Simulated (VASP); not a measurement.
# AlN (P6_3mc) in VASP: single point with HSE06

Aim: the single point of AlN with HSE06.

Program: VASP 6.6.1. These are calculated values, not measurements. Logs are shortened: lines on timing, memory, paths and dates and some standing lists are left out, and cuts for length are marked.

## 1. The cell of the first run

The structure is hexagonal, space group P6_3mc (No. 186). Conventional cell: a = 3.068 Å, b = 3.068 Å, c = 4.979 Å, α = 90.00°, β = 90.00°, γ = 120.00°. Within 2.5 Å of Al (site symmetry 3m) lie 4 N at 1.87 to 1.89 Å. Within 2.5 Å of N (site symmetry 3m) lie 4 Al at 1.87 to 1.89 Å.

## 2. Single point, HSE06 (biaxial xy strain -1.3%)

POSCAR

```
AlN
1.0
    3.0675501517      0.0000000000      0.0000000000
   -1.5337750759      2.6565763588      0.0000000000
    0.0000000000      0.0000000000      4.9785885509
Al N
2 2
Direct
    0.3333333333      0.6666666667      0.0003113942
    0.6666666667      0.3333333333      0.5003113942
    0.3333333333      0.6666666667      0.3796886058
    0.6666666667      0.3333333333      0.8796886058
```

INCAR.step1

```
  PREC = Accurate
  ENCUT = 520
  EDIFF = 1E-5
  ISMEAR = 0
  SIGMA = 0.01
  LREAL = False
  LASPH = True
  NELM = 80
  ALGO = Normal
  ISIF = 2
  LWAVE = True
  LCHARG = False
  GGA = PE
  NBANDS = 16
```

INCAR.step2

```
  PREC = Accurate
  ENCUT = 520
  EDIFF = 1E-6
  ISMEAR = 0
  SIGMA = 0.01
  LREAL = False
  LASPH = True
  NELM = 80
  ALGO = Normal
  ISIF = 2
  LWAVE = False
  LCHARG = False
  GGA = PE
  LHFCALC = True
  HFSCREEN = 0.2079
  PRECFOCK = Normal
  ISTART = 1
  NBANDS = 16
```

KPOINTS

```
regular mesh
0
Gamma
  6 6 4
```

Potentials or basis: VASP PAW PBE potentials, release 64 (Al, N).

The run is started by

```
$ cat potpaw_PBE.64/Al/POTCAR potpaw_PBE.64/N/POTCAR > POTCAR
$ cp INCAR.step1 INCAR
$ mpirun -np 1 vasp_std > vasp.out
$ cp INCAR.step2 INCAR
$ mpirun -np 1 vasp_std > vasp.out
```

OUTCAR:

```text
PREC = Accurate
   ENCUT = 520
   EDIFF = 1E-6
   ISMEAR = 0
   LREAL = False
   LASPH = True
   NELM = 80
   ISIF = 2
   GGA = PE
   LHFCALC = True
   HFSCREEN = 0.2079
   PRECFOCK = Normal
   ISTART = 1

 ion  position               nearest neighbor table
   1  0.333  0.667  0.000-   4 1.87   4 1.87   4 1.87   3 1.89   2 3.06   2 3.06   2 3.06   2 3.06
                             2 3.06   2 3.06
   2  0.667  0.333  0.500-   3 1.87   3 1.87   3 1.87   4 1.89   1 3.06   1 3.06   1 3.06   1 3.06
                             1 3.06   1 3.06
   3  0.333  0.667  0.380-   2 1.87   2 1.87   2 1.87   1 1.89
   4  0.667  0.333  0.880-   1 1.87   1 1.87   1 1.87   2 1.89

  LATTYP: Found a hexagonal cell.
 ALAT       =     3.0675501517
 C/A-ratio  =     1.6229852177

  Lattice vectors:

 A1 = (   3.0675501517,   0.0000000000,   0.0000000000)
 A2 = (  -1.5337750759,   2.6565763588,   0.0000000000)
 A3 = (   0.0000000000,   0.0000000000,   4.9785885509)

Analysis of symmetry for initial positions (statically):
=====================================================================
 Subroutine PRICEL returns:
 Original cell was already a primitive cell.

 Routine SETGRP: Setting up the symmetry group for a
 hexagonal supercell.

 Subroutine GETGRP returns: Found 12 space group operations
 (whereof  6 operations were pure point group operations)
 out of a pool of 24 trial point group operations.

The static configuration has the point symmetry C_3v.
 The point group associated with its full space group is C_6v.

Analysis of symmetry for dynamics (positions and initial velocities):
=====================================================================
 Subroutine PRICEL returns:
 Original cell was already a primitive cell.

 Routine SETGRP: Setting up the symmetry group for a
 hexagonal supercell.

 Subroutine GETGRP returns: Found 12 space group operations
 (whereof  6 operations were pure point group operations)
 out of a pool of 24 trial point group operations.

The dynamic configuration has the point symmetry C_3v.
 The point group associated with its full space group is C_6v.

 Subroutine INISYM returns: Found 12 space group operations
 (whereof  6 operations are pure point group operations),
 and found     1 'primitive' translations

----------------------------------------------------------------------------------------

                                     Primitive cell

  volume of cell :      40.5714

  direct lattice vectors                    reciprocal lattice vectors
     3.067550152  0.000000000  0.000000000     0.325993040  0.188212170  0.000000000
    -1.533775076  2.656576359  0.000000000     0.000000000  0.376424339  0.000000000
     0.000000000  0.000000000  4.978588551     0.000000000  0.000000000  0.200860141

  length of vectors
     3.067550152  3.067550152  4.978588551     0.376424339  0.376424339  0.200860141

  position of ions in fractional coordinates (direct lattice)
     0.333333333  0.666666667  0.000311394
     0.666666667  0.333333333  0.500311394
     0.333333333  0.666666667  0.379688606
     0.666666667  0.333333333  0.879688606

  ion indices of the primitive-cell ions
   primitive index   ion index
                 1           1
                 2           2
                 3           3
                 4           4

----------------------------------------------------------------------------------------

 KPOINTS: regular mesh

Automatic generation of k-mesh.
 Grid dimensions read from file:
 generate k-points for:    6    6    4

 Generating k-lattice:

  Cartesian coordinates                     Fractional coordinates (reciprocal lattice)
     0.054332173  0.031368695  0.000000000     0.166666667  0.000000000  0.000000000
     0.000000000  0.062737390  0.000000000     0.000000000  0.166666667  0.000000000
     0.000000000  0.000000000  0.050215035     0.000000000  0.000000000  0.250000000

  Length of vectors
     0.062737390  0.062737390  0.050215035

  Shift w.r.t. Gamma in fractional coordinates (k-lattice)
     0.000000000  0.000000000  0.000000000

 Subroutine IBZKPT returns following result:
 ===========================================

 Found     21 irreducible k-points:

 Following reciprocal coordinates:
            Coordinates               Weight
  0.000000  0.000000  0.000000      1.000000
  0.166667  0.000000  0.000000      6.000000
  0.333333  0.000000  0.000000      6.000000
  0.500000  0.000000  0.000000      3.000000
  0.166667  0.166667  0.000000      6.000000
  0.333333  0.166667  0.000000     12.000000
[... 13 lines left out ...]
  0.333333  0.166667  0.500000     12.000000
  0.333333  0.333333  0.500000      2.000000
   k-points           NKPTS =     21   k-points in BZ     NKDIM =    144   number of bands    NBANDS=     16
   number of dos      NEDOS =    301   number of ions     NIONS =      4
   total plane-waves  NPLWV =  23040
   dimension x,y,z NGX =    24 NGY =   24 NGZ =   40
   dimension x,y,z NGXF=    48 NGYF=   48 NGZF=   80
   ions per type =               2   2
   NGX,Y,Z   is equivalent  to a cutoff of  13.01, 13.01, 13.36 a.u.
   NGXF,Y,Z  is equivalent  to a cutoff of  26.01, 26.01, 26.71 a.u.
 SYSTEM =  unknown system
   PREC   = accura    normal or accurate (medium, high low for compatibility)
   ISTART =      1    job   : 0-new  1-cont  2-samecut
   ICHARG =      0    charge: 1-file 2-atom 10-const
   ISPIN  =      1    spin polarized calculation?
   LNONCOLLINEAR =      F non collinear calculations
   LSORBIT =      F    spin-orbit coupling
   LASPH  =      T    aspherical Exc in radial PAW
   ENCUT  =  520.0 eV  38.22 Ry    6.18 a.u.   5.70  5.70  9.26*2*pi/ulx,y,z
   NELM   =     80;   NELMIN=  2; NELMDL=  0     # of ELM steps
   EDIFF  = 0.1E-05   stopping-criterion for ELM
   LREAL  =      F    real-space projection
   EDIFFG = 0.1E-04   stopping-criterion for IOM
   NSW    =      0    number of steps for IOM
   IBRION =     -1    ionic relax: 0-MD 1-quasi-New 2-CG
   NFREE  =      0    steps in history (QN), initial steepest desc. (CG)
   ISIF   =      2    stress and relaxation
   ISYM   =      3    0-nonsym 1-usesym 2-fastsym
   POTIM  = 0.5000    time-step for ionic-motion
   TEBEG  =    0.0;   TEEND  =   0.0 temperature during run
   PSTRESS=    0.0 pullay stress
   NELECT =      16.0000    total number of electrons
   NUPDOWN=      -1.0000    fix difference up-down
   EMIN   =  10.00;   EMAX   =-10.00  energy-range for DOS
   EFERMI =   0.00;   METHOD = LEGACY
   ISMEAR =     0;   SIGMA  =   0.01  broadening in eV -4-tet -1-fermi 0-gaus
   EFERMI_NEDOS =   21; number of points for ismear=-14 and -15
   IALGO  =     38    algorithm
   IMIX   =      1    mixing-type and parameters
     AMIX     =   0.40;   BMIX     =  1.00
     AMIX_MAG =   1.60;   BMIX_MAG =  1.00
  volume/ion in A,a.u.               =      10.14        68.45
  Fermi-wavevector in a.u.,A,eV,Ry     =   1.200535  2.268682 19.609857  1.441284
  Thomas-Fermi vector in A             =   2.336368
   LORBIT       =      0    0 simple, 1 ext, 2 COOP (PROOUT), +10 PAW based schemes
   GGA     = PE    functional components
   LHFCALC =     T    Hartree Fock is set to
   PRECFOCK=normal    Normal, Fast or Accurate (Low or Medium for compatibility)
   ENCUT4O =  -1.0   cutoff for four orbital integrals eV
   NKREDX  =     1    reduce k-point grid by
   NKREDY  =     1    reduce k-point grid by
   NKREDZ  =     1    reduce k-point grid by
   AEXX    =    0.2500 exact exchange contribution
   HFSCREEN=    0.2079 screening length (either q_TF or 0.3 A-1)
   HFSCREENC=   0.2079 screening length for correlation (either q_TF or 0.3 A-1)
   ENCUTFOCK=  -1.0 apply spherical cutoff to Coloumb kernel
   IVDW    =     0    specifies the selected vdW correction
   LEPSILON=     F    determine dielectric tensor
   LRPA    =     F    only Hartree local field effects (RPA)
 non-spin polarized calculation
 Gauss-broadening in eV      SIGMA  =   0.01
  energy-cutoff  :      520.00
  volume of cell :       40.57
 maximum number of plane-waves:      1108
 NGX is ok and might be reduce to    24
  NGX = 18; NGY = 18; NGZ = 30

 number of electron      15.9999996 magnetization

 Free energy of the ion-electron system (eV)
  ---------------------------------------------------
  ext. energy  EPLUGINS =         0.00000000
  ---------------------------------------------------
  free energy    TOTEN  =       -34.87562795 eV

  energy without entropy =      -34.87562795  energy(sigma->0) =      -34.87562795

 E-fermi :   5.5388     XC(G=0):  -9.0950

 val. band max:        5.4334153459   @ k =   0.0000   0.0000   0.0000
 cond. band min:      11.3364547279   @ k =   0.0000   0.0000   0.0000
 fundamental gap:      5.9030393819
 Fermi energy:         5.5387881760

 k-point     1 :       0.0000    0.0000    0.0000
  band No.  band energies     occupation
      1     -11.3678      2.00000
      2      -9.0448      2.00000
      3      -1.1785      2.00000
      4       4.6193      2.00000
      5       4.6193      2.00000
      6       5.3090      2.00000
[... 8 lines left out ...]
     15      20.7865      0.00000
     16      20.7865      0.00000

 k-point     2 :       0.1667    0.0000    0.0000
  band No.  band energies     occupation
      1     -10.9788      2.00000
      2      -8.8254      2.00000
      3      -0.7062      2.00000
      4       3.0595      2.00000
      5       3.9225      2.00000
      6       4.1814      2.00000
[... 8 lines left out ...]
     15      19.9181      0.00000
     16      20.2668      0.00000

 k-point     3 :       0.3333    0.0000    0.0000
  band No.  band energies     occupation
      1      -9.9744      2.00000
      2      -8.4253      2.00000
      3       0.5568      2.00000
      4       0.5944      2.00000
      5       1.8415      2.00000
      6       3.5192      2.00000
[... 8 lines left out ...]
     15      19.6648      0.00000
     16      22.2503      0.00000

 k-point     4 :       0.5000    0.0000    0.0000
  band No.  band energies     occupation
      1      -9.1621      2.00000
      2      -8.4098      2.00000
      3      -0.5202      2.00000
      4       0.8655      2.00000
      5       1.7994      2.00000
      6       3.2423      2.00000
[... 8 lines left out ...]
     15      20.3989      0.00000
     16      22.8096      0.00000

 k-point     5 :       0.1667    0.1667    0.0000
  band No.  band energies     occupation
      1     -10.2751      2.00000
      2      -8.5075      2.00000
      3       0.1818      2.00000
      4       1.8103      2.00000
      5       1.8261      2.00000
      6       3.6839      2.00000
[... 8 lines left out ...]
     15      20.2621      0.00000
     16      21.8069      0.00000

 k-point     6 :       0.3333    0.1667    0.0000
  band No.  band energies     occupation
      1      -9.2454      2.00000
      2      -8.3406      2.00000
      3       0.0375      2.00000
      4       1.1642      2.00000
      5       1.6427      2.00000
      6       2.4722      2.00000
[... 8 lines left out ...]
     15      20.1147      0.00000
     16      22.5414      0.00000
[... 210 lines left out ...]
 k-point    18 :       0.5000    0.0000    0.5000
  band No.  band energies     occupation
      1      -8.7605      2.00000
      2      -8.7605      2.00000
      3      -0.6757      2.00000
      4      -0.6757      2.00000
      5       3.9156      2.00000
      6       3.9156      2.00000
[... 8 lines left out ...]
     15      20.8451      0.00000
     16      20.8451      0.00000

 k-point    19 :       0.1667    0.1667    0.5000
  band No.  band energies     occupation
      1      -9.4917      2.00000
      2      -9.4917      2.00000
      3       0.9069      2.00000
      4       0.9069      2.00000
      5       3.4679      2.00000
      6       3.4679      2.00000
[... 8 lines left out ...]
     15      20.5245      0.00000
     16      20.5245      0.00000

 k-point    20 :       0.3333    0.1667    0.5000
  band No.  band energies     occupation
      1      -8.7837      2.00000
      2      -8.7837      2.00000
      3      -0.1650      2.00000
      4      -0.1650      2.00000
      5       2.6261      2.00000
      6       2.6261      2.00000
[... 8 lines left out ...]
     15      21.1371      0.00000
     16      21.1371      0.00000

 k-point    21 :       0.3333    0.3333    0.5000
  band No.  band energies     occupation
      1      -8.5270      2.00000
      2      -8.5270      2.00000
      3       0.2154      2.00000
      4       0.2154      2.00000
      5       1.2289      2.00000
      6       1.2289      2.00000
[... 8 lines left out ...]
     15      21.2497      0.00000
     16      21.2497      0.00000

------------------------ aborting loop because EDIFF is reached ----------------------------------------

  FORCE on cell =-STRESS in cart. coord.  units (eV):
  Direction    XX          YY          ZZ          XY          YZ          ZX
  --------------------------------------------------------------------------------------
  -------------------------------------------------------------------------------------
  Total        1.6500102      1.6500102      0.4898326     -0.0000000      0.0000000     -0.0000000
  in kB       65.1593887     65.1593887     19.3436344     -0.0000000      0.0000000     -0.0000000
  external PRESSURE =      49.8874706 kB  Pullay stress =       0.0000000 kB

 VOLUME and BASIS-vectors are now :
 -----------------------------------------------------------------------------
  energy-cutoff  :      520.00
  volume of cell :       40.57
      direct lattice vectors                 reciprocal lattice vectors
     3.067550152  0.000000000  0.000000000     0.325993040  0.188212170  0.000000000
    -1.533775076  2.656576359  0.000000000     0.000000000  0.376424339  0.000000000
     0.000000000  0.000000000  4.978588551     0.000000000  0.000000000  0.200860141

 POSITION                                       TOTAL-FORCE (eV/Angst)
 -----------------------------------------------------------------------------------
     -0.00000      1.77105      0.00155         0.000000      0.000000     -0.007236
      1.53378      0.88553      2.49084         0.000000      0.000000     -0.007236
     -0.00000      1.77105      1.89031        -0.000000      0.000000      0.007236
      1.53378      0.88553      4.37961         0.000000     -0.000000      0.007236
 -----------------------------------------------------------------------------------
    total drift:                                0.000000      0.000000     -0.000604

  FREE ENERGIE OF THE ION-ELECTRON SYSTEM (eV)
  ---------------------------------------------------
  free  energy   TOTEN  =       -34.8756279483 eV

  energy  without entropy=      -34.8756279483  energy(sigma->0) =      -34.87562795
```

It took 56 min on 1 thread of Intel Xeon 8259CL, shared host; peak memory 0.27 GiB.

Results:

```yaml
Free_energy: -34.8756 eV
Pressure: 5.0 GPa
Largest_force: 0.007 eV/Å
Band_gap_on_the_k_mesh: 5.90 eV
```

Forces on the atoms (eV/Å):
```
Al   0.000  0.000 -0.007
Al   0.000  0.000 -0.007
N    0.000  0.000  0.007
N    0.000  0.000  0.007
```

Stress tensor (GPa, compression positive):
```
6.52 0.00 0.00
0.00 6.52 0.00
0.00 0.00 1.93
```

Levels at points of the mesh, in eV from the valence-band top:
| k point | band 4 | band 5 | band 6 | band 7 | band 8 | band 9 | band 10 | band 11 | band 12 | band 13 |
| --- | --- | --- | --- | --- | --- | --- | --- | --- | --- | --- |
| (0.00, 0.00, 0.00) | -0.81 | -0.81 | -0.12 | -0.12 | 0.00 | 5.90 | 8.61 | 12.71 | 13.21 | 13.21 |
| (0.50, 0.00, 0.00) | -4.57 | -3.63 | -2.19 | -1.88 | -0.69 | 7.21 | 7.43 | 10.08 | 12.35 | 12.80 |
| (0.00, 0.00, 0.50) | -3.64 | -0.48 | -0.48 | -0.48 | -0.48 | 8.34 | 8.34 | 12.27 | 12.27 | 13.54 |
| (0.50, 0.00, 0.50) | -6.11 | -1.52 | -1.52 | -1.49 | -1.49 | 6.79 | 6.79 | 11.06 | 11.06 | 14.16 |

Caveat: the cell differs from its parent crystal (biaxial xy strain -1.3%); the cell stands under pressure; the PAW data sets were made with another functional, which shifts forces and pressure a little.
